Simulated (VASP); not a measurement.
# B (Fd-3m) in VASP: further runs, part 2 of 2

VASP 6.6.1. Earlier steps stand in the parts before.

## (5) Relaxation of cell and atoms, PBE

This run uses another cell than the first one, of 21.84 Å³/atom, 1.109 times its volume.

Input file INCAR:

```
ALGO = Normal
EDIFF = 1E-6
EDIFFG = -0.04
ENCUT = 600
GGA = PE
IBRION = 2
ISIF = 3
ISMEAR = 0
LASPH = T
LCHARG = F
LREAL = F
LWAVE = F
NELM = 100
NSW = 90
PREC = Accurate
SIGMA = 0.1
```

Input file KPOINTS:

```
k-points
0
Gamma
  4 4 4
```

Input file POSCAR:

```
B
1.0
    0.0000000000      4.4368608200      4.4368608200
    4.4368608200      0.0000000000      4.4368608200
    4.4368608200      4.4368608200      0.0000000000
B
8
Direct
    0.8062530200      0.0645823300      0.0645823300
    0.1854176700      0.1854176700      0.1854176700
    0.1854176700      0.1854176700      0.4437469800
    0.1854176700      0.4437469800      0.1854176700
    0.0645823300      0.8062530200      0.0645823300
    0.0645823300      0.0645823300      0.0645823300
    0.0645823300      0.0645823300      0.8062530200
    0.4437469800      0.1854176700      0.1854176700
```

Potentials or basis: VASP PAW PBE potentials, release 64 (B).

Launch:

```bash
$ cat potpaw_PBE.64/B/POTCAR > POTCAR
$ mpirun -np 1 vasp_std > vasp.out
```

OUTCAR:

```text
EDIFF = 1E-6
   EDIFFG = -0.04
   ENCUT = 600
   GGA = PE
   IBRION = 2
   ISIF = 3
   ISMEAR = 0
   LASPH = T
   LREAL = F
   NELM = 100
   NSW = 90
   PREC = Accurate

 ion  position               nearest neighbor table
   1  0.806  0.065  0.065-   5 1.62   6 1.62   7 1.62   8 1.86
   2  0.185  0.185  0.185-   3 1.62   4 1.62   8 1.62   6 1.86
   3  0.185  0.185  0.444-   2 1.62   4 1.62   8 1.62   7 1.86
   4  0.185  0.444  0.185-   2 1.62   3 1.62   8 1.62   5 1.86
   5  0.065  0.806  0.065-   1 1.62   6 1.62   7 1.62   4 1.86
   6  0.065  0.065  0.065-   1 1.62   5 1.62   7 1.62   2 1.86
   7  0.065  0.065  0.806-   1 1.62   5 1.62   6 1.62   3 1.86
   8  0.444  0.185  0.185-   2 1.62   3 1.62   4 1.62   1 1.86

  LATTYP: Found a face centered cubic cell.
 ALAT       =     8.8737216400

  Lattice vectors:

 A1 = (   0.0000000000,   4.4368608200,   4.4368608200)
 A2 = (   4.4368608200,   0.0000000000,   4.4368608200)
 A3 = (   4.4368608200,   4.4368608200,   0.0000000000)

Analysis of symmetry for initial positions (statically):
=====================================================================
 Subroutine PRICEL returns:
 Original cell was already a primitive cell.

 Routine SETGRP: Setting up the symmetry group for a
 face centered cubic supercell.

 Subroutine GETGRP returns: Found 48 space group operations
 (whereof 24 operations were pure point group operations)
 out of a pool of 48 trial point group operations.

The static configuration has the point symmetry T_d .
 The point group associated with its full space group is O_h .

Analysis of symmetry for dynamics (positions and initial velocities):
=====================================================================
 Subroutine PRICEL returns:
 Original cell was already a primitive cell.

 Routine SETGRP: Setting up the symmetry group for a
 face centered cubic supercell.

 Subroutine GETGRP returns: Found 48 space group operations
 (whereof 24 operations were pure point group operations)
 out of a pool of 48 trial point group operations.

The dynamic configuration has the point symmetry T_d .
 The point group associated with its full space group is O_h .
[... 104 lines left out ...]
   PSTRESS=    0.0 pullay stress
   NELECT =      24.0000    total number of electrons
   NUPDOWN=      -1.0000    fix difference up-down
   EMIN   =  10.00;   EMAX   =-10.00  energy-range for DOS
   EFERMI =   0.00;   METHOD = LEGACY
   ISMEAR =     0;   SIGMA  =   0.10  broadening in eV -4-tet -1-fermi 0-gaus
   EFERMI_NEDOS =   21; number of points for ismear=-14 and -15
   IALGO  =     38    algorithm
   IMIX   =      4    mixing-type and parameters
     AMIX     =   0.40;   BMIX     =  1.00
     AMIX_MAG =   1.60;   BMIX_MAG =  1.00
  volume/ion in A,a.u.               =      21.84       147.35
  Fermi-wavevector in a.u.,A,eV,Ry     =   0.844746  1.596338  9.709059  0.713596
  Thomas-Fermi vector in A             =   1.959823
   LORBIT       =      0    0 simple, 1 ext, 2 COOP (PROOUT), +10 PAW based schemes
   GGA     = PE    functional components
   LHFCALC =     F    Hartree Fock is set to
   AEXX    =    0.0000 exact exchange contribution
   IVDW    =     0    specifies the selected vdW correction
   LEPSILON=     F    determine dielectric tensor
   LRPA    =     F    only Hartree local field effects (RPA)
 conjugate gradient relaxation of ions
 non-spin polarized calculation
 Gauss-broadening in eV      SIGMA  =   0.10
  energy-cutoff  :      600.00
  volume of cell :      174.69
 maximum number of plane-waves:      5874
   NGX = 25   NGY = 25   NGZ = 25

--------------------------------------- Ionic step        1  -------------------------------------------

 number of electron      24.0000000 magnetization

 Free energy of the ion-electron system (eV)
  ---------------------------------------------------
  ext. energy  EPLUGINS =         0.00000000
  ---------------------------------------------------
  free energy    TOTEN  =       -44.82197154 eV

  energy without entropy =      -44.82154527  energy(sigma->0) =      -44.82175840

------------------------ aborting loop because EDIFF is reached ----------------------------------------

  FORCE on cell =-STRESS in cart. coord.  units (eV):
  Direction    XX          YY          ZZ          XY          YZ          ZX
  --------------------------------------------------------------------------------------
  -------------------------------------------------------------------------------------
  Total        0.4368315      0.4368315      0.4368315      0.0000000     -0.0000000      0.0000000
  in kB        4.0065177      4.0065177      4.0065177      0.0000000     -0.0000000      0.0000000
  external PRESSURE =       4.0065177 kB  Pullay stress =       0.0000000 kB
[... 281 lines left out ...]
--------------------------------------- Ionic step        8  -------------------------------------------

 number of electron      24.0000000 magnetization

 Free energy of the ion-electron system (eV)
  ---------------------------------------------------
  ext. energy  EPLUGINS =         0.00000000
  ---------------------------------------------------
  free energy    TOTEN  =       -46.71601166 eV

  energy without entropy =      -46.71259422  energy(sigma->0) =      -46.71430294

 E-fermi :  -1.5433     XC(G=0):  -6.4748

 val. band max:       -1.8465392452   @ k =   0.0000   0.0000   0.0000
 cond. band min:      -1.4736253842   @ k =   0.2500   0.2500   0.0000
 fundamental gap:      0.3729138610
 Fermi energy:        -1.5433442208

 k-point     1 :       0.0000    0.0000    0.0000
  band No.  band energies     occupation
      1     -13.8973      2.00000
      2     -13.1367      2.00000
      3      -7.5198      2.00000
      4      -7.5198      2.00000
      5      -7.5198      2.00000
      6      -6.4035      2.00000
[... 184 lines left out ...]
  FREE ENERGIE OF THE ION-ELECTRON SYSTEM (eV)
  ---------------------------------------------------
  free  energy   TOTEN  =       -46.7160116649 eV

  energy  without entropy=      -46.7125942225  energy(sigma->0) =      -46.71430294

 reached required accuracy - stopping structural energy minimisation
```

CONTCAR:

```text
B
   1.00000000000000
    -0.0000000000000000    4.2872014110060750    4.2872014110060750
     4.2872014110060750   -0.0000000000000000    4.2872014110060750
     4.2872014110060750    4.2872014110060750    0.0000000000000000
  B
     8
Direct
     0.7889610627925547    0.0703463157358154    0.0703463157358154
     0.1796536842641846    0.1796536842641846    0.1796536842641846
     0.1796536842641846    0.1796536842641846    0.4610389372074453
     0.1796536842641846    0.4610389372074453    0.1796536842641846
     0.0703463157358154    0.7889610627925547    0.0703463157358154
     0.0703463157358154    0.0703463157358154    0.0703463157358154
     0.0703463157358154    0.0703463157358154    0.7889610627925547
     0.4610389372074453    0.1796536842641846    0.1796536842641846

  0.00000000E+00  0.00000000E+00  0.00000000E+00
  0.00000000E+00  0.00000000E+00  0.00000000E+00
  0.00000000E+00  0.00000000E+00  0.00000000E+00
  0.00000000E+00  0.00000000E+00  0.00000000E+00
  0.00000000E+00  0.00000000E+00  0.00000000E+00
  0.00000000E+00  0.00000000E+00  0.00000000E+00
  0.00000000E+00  0.00000000E+00  0.00000000E+00
  0.00000000E+00  0.00000000E+00  0.00000000E+00
```

Wall time 2.2 min (1 thread of AMD EPYC 7R13 (Zen 3), shared host); peak memory 0.31 GiB.

Results:

- Free energy: -46.7160 eV
- Relaxed volume: 19.70 Å³/atom
- Relaxed cell: a = 6.063 Å, b = 6.063 Å, c = 6.063 Å, α = 60.00°, β = 60.00°, γ = 60.00°
- Space group after relaxing (to 0.05 Å): Fd-3m (No. 227)
- Energy gained by relaxing: 236.8 meV/atom
- Ionic steps: 8
- Pressure after relaxing: -0.1 GPa
- Largest force after relaxing: 0.004 eV/Å
- Band gap on the k mesh: zero (band 12 reaches -1.38 eV, above the bottom of band 13 at -1.47 eV)

Forces in eV/Å, atoms in the order of the input:
```
B    0.003 -0.003 -0.003
B   -0.003 -0.003 -0.003
B    0.003  0.003 -0.003
B    0.003 -0.003  0.003
B   -0.003  0.003 -0.003
B    0.003  0.003  0.003
B   -0.003 -0.003  0.003
B   -0.003  0.003  0.003
```

The path:
| step | energy change (eV) | largest force (eV/Å) | pressure (GPa) | volume (Å³) |
| --- | --- | --- | --- | --- |
| 1 | 0.0000 | 5.0191 | 0.40 | 174.69 |
| 2 | 5.2923 | 11.8551 | 0.27 | 176.07 |
| 3 | -1.5241 | 0.3447 | -6.21 | 175.17 |
| 4 | -1.5337 | 0.0061 | -5.98 | 175.14 |
| 5 | -1.8688 | 0.6959 | -0.56 | 157.92 |
| 6 | -1.8698 | 0.6455 | -0.90 | 158.76 |
| 7 | -1.7826 | 1.4474 | 1.97 | 155.18 |
| 8 | -1.8940 | 0.0044 | -0.10 | 157.60 |

Final structure:
```xyz
8
Lattice="0.0000 4.2872 4.2872 4.2872 0.0000 4.2872 4.2872 4.2872 0.0000" Properties=species:S:1:pos:R:3 pbc="T T T"
B     0.6032    3.6840    3.6840
B     1.5404    1.5404    1.5404
B     2.7468    2.7468    1.5404
B     2.7468    1.5404    2.7468
B     3.6840    0.6032    3.6840
B     0.6032    0.6032    0.6032
B     3.6840    3.6840    0.6032
B     1.5404    2.7468    2.7468
```

Levels at points of the mesh, in eV from the Fermi level:
| k point | band 8 | band 9 | band 10 | band 11 | band 12 | band 13 | band 14 | band 15 | band 16 | band 17 |
| --- | --- | --- | --- | --- | --- | --- | --- | --- | --- | --- |
| (0.00, 0.00, 0.00) | -3.81 | -3.81 | -0.30 | -0.30 | 0.17 | 0.17 | 0.17 | 4.54 | 5.28 | 6.19 |
| (0.50, 0.00, 0.00) | -3.25 | -2.18 | -1.28 | -0.96 | -0.96 | 0.56 | 0.56 | 3.08 | 3.08 | 6.23 |
| (0.50, 0.50, 0.00) | -2.37 | -2.23 | -2.23 | -1.41 | -1.41 | 1.16 | 1.16 | 2.19 | 2.19 | 6.89 |

## (6) The runs side by side

```tsv
task	cell	k mesh	cutoff (eV)	gap on the mesh (eV)	pressure (GPa)	relaxed volume (Å³/atom)	largest force (eV/Å)
single point	a = 6.062 Å, angles 60.0°, 8 atoms	8 × 8 × 8	520	none	0.0	-	0.02
relaxation of cell and atoms	relaxed from a = 6.063 Å, angles 60.0°, 8 atoms	8 × 8 × 8	600	none	0.0	19.65	0.01
single point	a = 6.063 Å, angles 60.0°, 8 atoms	4 × 4 × 4	520	none	-0.1	-	0.02
relaxation of cell and atoms	relaxed from a = 6.275 Å, angles 60.0°, 8 atoms	4 × 4 × 4	600	none	-0.1	19.70	-
```

Alike in all rows: level PBE; potentials or basis VASP PAW PBE potentials, release 64 (B); no spin polarisation; smearing gaussian 0.1 eV.

Absolute energies hang on the potentials; compare differences alone.
